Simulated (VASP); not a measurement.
# Li (P6/mmm) in VASP: notebook, part 2 of 2

VASP 6.6.1.

## 3. Single point, revPBE (18.63 Å³/atom)

This run uses another cell than the first one, of 18.63 Å³/atom.

Contents of INCAR:

```
SYSTEM = Li
PREC = Accurate ; ENCUT = 520
EDIFF = 1E-6 ; ISMEAR = -1
SIGMA = 0.1 ; LREAL = .False.
LASPH = .True. ; NELM = 80
ALGO = Normal ; ISIF = 2
LWAVE = .False. ; LCHARG = .False.
GGA = RE ; NBANDS = 12
```

Contents of KPOINTS:

```
Automatic mesh
0
Gamma
  8 8 12
  0 0 0
```

Contents of POSCAR:

```
Li
1.0
    4.7917348737      0.0000000000      0.0000000000
   -2.3958674368      4.1497641288      0.0000000000
    0.0000000000      0.0000000000      2.8112521210
Li
3
Direct
    0.0000000000      0.0000000000      1.0000000000
    0.3333333333      0.6666666667      0.5000000000
    0.6666666667      0.3333333333      0.5000000000
```

Potentials or basis: VASP PAW PBE potentials, release 64 (Li_sv).

Launch:

```bash
$ cat potpaw_PBE.64/Li_sv/POTCAR > POTCAR
$ mpirun -np 1 vasp_std > vasp.out
```

OUTCAR:

```text
SYSTEM = Li
   PREC = Accurate
   ENCUT = 520
   EDIFF = 1E-6
   ISMEAR = -1
   LREAL = .False.
   LASPH = .True.
   NELM = 80
   ISIF = 2
   GGA = RE

 ion  position               nearest neighbor table
   1  0.000  0.000  0.000-
   2  0.333  0.667  0.500-
   3  0.667  0.333  0.500-

  LATTYP: Found a hexagonal cell.
 ALAT       =     4.7917348737
 C/A-ratio  =     0.5866877436

  Lattice vectors:

 A1 = (   4.7917348737,   0.0000000000,   0.0000000000)
 A2 = (  -2.3958674368,   4.1497641288,   0.0000000000)
 A3 = (   0.0000000000,   0.0000000000,   2.8112521210)

Analysis of symmetry for initial positions (statically):
=====================================================================
 Subroutine PRICEL returns:
 Original cell was already a primitive cell.

 Routine SETGRP: Setting up the symmetry group for a
 hexagonal supercell.

 Subroutine GETGRP returns: Found 24 space group operations
 (whereof 24 operations were pure point group operations)
 out of a pool of 24 trial point group operations.

The static configuration has the point symmetry D_6h.

[... 166 lines left out ...]
 fundamental gap:      0.0667342476
 Fermi energy:         0.9494376405

 k-point     1 :       0.0000    0.0000    0.0000
  band No.  band energies     occupation
      1     -45.6599      2.00000
      2     -45.6320      2.00000
      3     -45.5264      2.00000
      4      -2.7419      2.00000
      5       3.1569      0.00000
      6       3.1569      0.00000
      7       3.2098      0.00000
      8       3.2098      0.00000
      9       7.3041      0.00000
     10       7.5317      0.00000
     11      11.7855      0.00000
     12      16.3975      0.00000
[... 331 lines left out ...]
 k-point    24 :       0.3750    0.0000    0.1667
  band No.  band energies     occupation
      1     -45.6484      2.00000
      2     -45.6353      2.00000
      3     -45.5233      2.00000
      4      -1.4537      2.00000
      5       0.1552      1.99929
      6       1.6838      0.00129
      7       4.4670      0.00000
      8       8.0716      0.00000
      9       8.6410      0.00000
     10       9.9941      0.00000
     11      10.8089      0.00000
     12      12.0554      0.00000

 [... further k-points ...]
[... 5 lines left out ...]
  --------------------------------------------------------------------------------------
  -------------------------------------------------------------------------------------
  Total        0.6759391      0.6759391      0.6794419      0.0000000      0.0000000      0.0000000
  in kB       19.3732359     19.3732359     19.4736295      0.0000000      0.0000000      0.0000000
  external PRESSURE =      19.4067004 kB  Pullay stress =       0.0000000 kB

 VOLUME and BASIS-vectors are now :
 -----------------------------------------------------------------------------
  energy-cutoff  :      520.00
  volume of cell :       55.90
      direct lattice vectors                 reciprocal lattice vectors
     4.791734874  0.000000000  0.000000000     0.208692682  0.120488776  0.000000000
    -2.395867437  4.149764129  0.000000000     0.000000000  0.240977552  0.000000000
     0.000000000  0.000000000  2.811252121     0.000000000  0.000000000  0.355713382

 POSITION                                       TOTAL-FORCE (eV/Angst)
 -----------------------------------------------------------------------------------
      0.00000      0.00000      0.00000        -0.000000      0.000000      0.000000
     -0.00000      2.76651      1.40563        -0.000000     -0.000000      0.000000
      2.39587      1.38325      1.40563         0.000000      0.000000     -0.000000
 -----------------------------------------------------------------------------------
    total drift:                                0.000000      0.000000     -0.000000

  FREE ENERGIE OF THE ION-ELECTRON SYSTEM (eV)
  ---------------------------------------------------
  free  energy   TOTEN  =        -5.3675843337 eV

  energy  without entropy=       -5.3207175551  energy(sigma->0) =       -5.34415094
```

OSZICAR:

```text
N       E                     dE             d eps       ncg     rms          rms(c)
DAV:   1     0.264187777501E+02    0.26419E+02   -0.36590E+03  1680   0.678E+02
DAV:   2     0.587334548262E+00   -0.25831E+02   -0.25105E+02  1984   0.148E+02
DAV:   3    -0.528641106062E+01   -0.58737E+01   -0.58144E+01  3244   0.404E+01
DAV:   4    -0.536934931119E+01   -0.82938E-01   -0.82831E-01  2100   0.746E+00
DAV:   5    -0.537100496652E+01   -0.16557E-02   -0.16556E-02  2672   0.870E-01    0.328E-01
DAV:   6    -0.536844228444E+01    0.25627E-02   -0.88100E-04  2720   0.145E-01    0.206E-01
DAV:   7    -0.536760344656E+01    0.83884E-03   -0.23375E-03  2676   0.267E-01    0.375E-02
DAV:   8    -0.536758793393E+01    0.15513E-04   -0.29429E-05  2124   0.327E-02    0.472E-03
DAV:   9    -0.536758500916E+01    0.29248E-05   -0.82671E-07  2408   0.500E-03    0.994E-04
DAV:  10    -0.536758433373E+01    0.67542E-06   -0.43621E-08  1380   0.164E-03
   1 F= -.53675843E+01 E0= -.53441509E+01  d E =-.468668E-01
```

stdout:

```text
POSCAR found type information on POSCAR Li
 POSCAR found :  1 types and       3 ions
 scaLAPACK will be used
 -----------------------------------------------------------------------------
|                                                                             |
|                                                                             |
|     You enforced a specific xc type in the INCAR file but a different       |
|     I HOPE YOU KNOW WHAT YOU ARE DOING!                                     |
|                                                                             |
 -----------------------------------------------------------------------------

 LDA part: xc-table for (Slater+PW92), standard interpolation
 POSCAR, INCAR and KPOINTS ok, starting setup
 FFT: planning ... GRIDC
 FFT: planning ... GRID_SOFT
 FFT: planning ... GRID
 WAVECAR not read
 entering main loop
```

Run time: 19 s. Hardware: 1 thread of Intel Xeon Platinum 8488C (Sapphire Rapids), shared host; peak memory 0.18 GiB.

Results:

```
Free energy            : -5.3676 eV
Band gap on the k mesh : zero (an odd number of electrons rules out a gap without spin polarisation)
```

Caveat: the cutoff is under 1.25 times the usual one of these potentials, so pressure, stress and relaxed cells hold a basis-set (Pulay) error; the PAW data sets were made with another functional, which shifts forces and pressure a little.

## 4. Single point, revPBE (19.48 Å³/atom)

This run uses another cell than the first one, of 19.48 Å³/atom.

Contents of INCAR:

```
SYSTEM = Li
PREC = Accurate
ENCUT = 520
EDIFF = 1E-6
ISMEAR = -1
SIGMA = 0.1
LREAL = .False.
LASPH = .True.
NELM = 60
ALGO = Normal
ISIF = 2
LWAVE = .False.
LCHARG = .False.
GGA = RE
NBANDS = 12
```

KPOINTS is that of step 3.

Contents of POSCAR:

```
Li
1.0
    4.8632638502      0.0000000000      0.0000000000
   -2.4316319251      4.2117100396      0.0000000000
    0.0000000000      0.0000000000      2.8532172948
Li
3
Direct
    0.0000000000      0.0000000000      1.0000000000
    0.3333333333      0.6666666667      0.5000000000
    0.6666666667      0.3333333333      0.5000000000
```

Launch:

```bash
$ cat potpaw_PBE.64/Li_sv/POTCAR > POTCAR
$ mpirun -np 1 vasp_std > vasp.out
```

Wall time 33 s (1 thread of Intel Xeon Platinum 8488C (Sapphire Rapids), shared host); peak memory 0.18 GiB.

The run converged. Its results:

| Item | Value |
| --- | --- |
| Free energy | -5.3940 eV |
| Band gap on the k mesh | zero (an odd number of electrons rules out a gap without spin polarisation) |

Levels at points of the mesh, in eV from the Fermi level:
| k point | band 1 | band 2 | band 3 | band 4 | band 5 | band 6 | band 7 | band 8 | band 9 |
| --- | --- | --- | --- | --- | --- | --- | --- | --- | --- |
| (0.00, 0.00, 0.00) | -46.68 | -46.66 | -46.55 | -3.63 | 2.16 | 2.16 | 2.21 | 2.21 | 6.09 |
| (0.50, 0.00, 0.00) | -46.67 | -46.66 | -46.55 | -2.08 | -2.06 | 0.10 | 3.22 | 8.32 | 8.40 |
| (0.00, 0.00, 0.50) | -46.67 | -46.64 | -46.54 | -0.55 | 0.15 | 5.63 | 5.67 | 5.67 | 6.56 |
| (0.50, 0.00, 0.50) | -46.66 | -46.65 | -46.54 | 0.60 | 0.74 | 2.02 | 3.14 | 4.15 | 5.12 |

Caveat: the cutoff is under 1.25 times the usual one of these potentials, so pressure, stress and relaxed cells hold a basis-set (Pulay) error; the PAW data sets were made with another functional, which shifts forces and pressure a little.

## 5. Single point, revPBE (20.33 Å³/atom)

This run uses another cell than the first one, of 20.33 Å³/atom.

INCAR is that of step 4.

Contents of KPOINTS:

```
regular mesh
0
Gamma
  8 8 12
  0 0 0
```

Contents of POSCAR:

```
Li
1.0
    4.9327484358      0.0000000000      0.0000000000
   -2.4663742179      4.2718854559      0.0000000000
    0.0000000000      0.0000000000      2.8939830495
Li
3
Direct
    0.0000000000      0.0000000000      1.0000000000
    0.3333333333      0.6666666667      0.5000000000
    0.6666666667      0.3333333333      0.5000000000
```

Launch:

```bash
$ cat potpaw_PBE.64/Li_sv/POTCAR > POTCAR
$ mpirun -np 1 vasp_std > vasp.out
```

Run time: 37 s. Hardware: 1 thread of Intel Xeon Platinum 8488C (Sapphire Rapids), shared host; peak memory 0.18 GiB.

It converged, with:

```
Free energy            : -5.4087 eV
Band gap on the k mesh : zero (an odd number of electrons rules out a gap without spin polarisation)
```

Levels at points of the mesh, in eV from the Fermi level:
| k point | band 2 | band 3 | band 4 | band 5 | band 6 | band 7 |
| --- | --- | --- | --- | --- | --- | --- |
| (0.00, 0.00, 0.00) | -46.73 | -46.63 | -3.58 | 2.11 | 2.11 | 2.17 |
| (0.50, 0.00, 0.00) | -46.74 | -46.63 | -2.05 | -2.02 | 0.11 | 3.08 |
| (0.00, 0.00, 0.50) | -46.72 | -46.62 | -0.53 | 0.12 | 5.48 | 5.51 |
| (0.50, 0.00, 0.50) | -46.73 | -46.62 | 0.60 | 0.73 | 1.97 | 3.01 |

Caveat: the cutoff is under 1.25 times the usual one of these potentials, so pressure, stress and relaxed cells hold a basis-set (Pulay) error; the PAW data sets were made with another functional, which shifts forces and pressure a little.

## 6. Single point, revPBE (21.17 Å³/atom)

Contents of INCAR:

```
SYSTEM = Li
  PREC = Accurate
  ENCUT = 520
  EDIFF = 1E-6
  ISMEAR = -1
  SIGMA = 0.1
  LREAL = .False.
  LASPH = .True.
  NELM = 100
  ALGO = Normal
  ISIF = 2
  LWAVE = .False.
  LCHARG = .True.
  GGA = RE
  LELF = .True.
  LVHAR = .True.
  NBANDS = 12
```

Contents of KPOINTS:

```
Automatic mesh
0
Gamma
  8 8 12
  0 0 0
```

Contents of POSCAR:

```
Li
1.0
    5.0003287299      0.0000000000      0.0000000000
   -2.5001643649      4.3304117074      0.0000000000
    0.0000000000      0.0000000000      2.9336315798
Li
3
Direct
    0.0000000000      0.0000000000      1.0000000000
    0.3333333333      0.6666666667      0.5000000000
    0.6666666667      0.3333333333      0.5000000000
```

Potentials or basis: VASP PAW PBE potentials, release 64 (Li_sv).

Launch:

```bash
$ cat potpaw_PBE.64/Li_sv/POTCAR > POTCAR
$ mpirun -np 1 vasp_std > vasp.out
```

Wall time 43 s (1 thread of Intel Xeon Platinum 8488C (Sapphire Rapids), shared host); peak memory 0.19 GiB.

Results (log left out):

| Quantity | Value |
| --- | --- |
| Free energy | -5.4137 eV |
| Band gap on the k mesh | zero (an odd number of electrons rules out a gap without spin polarisation) |

Levels at points of the mesh, in eV from the Fermi level:
```csv
k point,band 1,band 2,band 3,band 4,band 5,band 6,band 7,band 8
"(0.00, 0.00, 0.00)",-46.82,-46.80,-46.70,-3.52,2.07,2.07,2.13,2.13
"(0.50, 0.00, 0.00)",-46.81,-46.81,-46.70,-2.02,-1.99,0.13,2.95,7.90
"(0.00, 0.00, 0.50)",-46.81,-46.79,-46.69,-0.51,0.10,5.33,5.37,5.37
"(0.50, 0.00, 0.50)",-46.80,-46.80,-46.69,0.60,0.72,1.92,2.88,3.94
```

Caveat: the cutoff is under 1.25 times the usual one of these potentials, so pressure, stress and relaxed cells hold a basis-set (Pulay) error; the PAW data sets were made with another functional, which shifts forces and pressure a little.

## 7. Summary

```tsv
cell	k mesh	gap on the mesh (eV)
a = 5.000, b = 5.000, c = 2.934 Å, angles 90.0, 90.0, 120.0°, 3 atoms	7 × 7 × 10	none
a = 4.792, b = 4.792, c = 2.811 Å, angles 90.0, 90.0, 120.0°, 3 atoms	8 × 8 × 12	none
a = 4.863, b = 4.863, c = 2.853 Å, angles 90.0, 90.0, 120.0°, 3 atoms	8 × 8 × 12	none
a = 4.933, b = 4.933, c = 2.894 Å, angles 90.0, 90.0, 120.0°, 3 atoms	8 × 8 × 12	none
a = 5.000, b = 5.000, c = 2.934 Å, angles 90.0, 90.0, 120.0°, 3 atoms	8 × 8 × 12	none
```

Alike in all rows: task single point; level revPBE; potentials or basis VASP PAW PBE potentials, release 64 (Li_sv); no spin polarisation; cutoff (eV) 520; smearing fermi-dirac 0.1 eV.

Caveats: the cutoff is under 1.25 times the usual one of these potentials, so pressure, stress and relaxed cells hold a basis-set (Pulay) error; the PAW data sets were made with another functional, which shifts forces and pressure a little.

Total energies depend on the potentials used, so only differences within one code and one set of settings carry meaning.

The gap in the log of VASP goes by the Fermi energy; the results here count the filled bands.